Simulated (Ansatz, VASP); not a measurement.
# YN in VASP and in Ansatz

```
CELL_PARAMETERS angstrom
0.00000 2.38872 2.38872
2.38872 0.00000 2.38872
2.38872 2.38872 0.00000
ATOMIC_POSITIONS crystal
Y 0.00000 0.00000 0.00000
N 0.50000 0.50000 0.50000
```

Change from the starting cell: volume scaled by 0.94.

Alike in both runs: task single point; functional PBE; k mesh 9 × 9 × 9; occupations fermi-dirac, width 0.03 eV; no spin polarisation.

|  | VASP | Ansatz |
| --- | --- | --- |
| version | VASP 6.6.1 | Ansatz 0.2.0 |
| potentials or method | VASP PAW PBE potentials, release 64 (Y_sv, N), cutoff 600 eV | all-electron LAPW, scalar-relativistic |

```tsv
	VASP	Ansatz	Ansatz less VASP
pressure (GPa)	14.7	15.0	+0.36
```

Ansatz ran all-electron here, and VASP with PAW potentials.
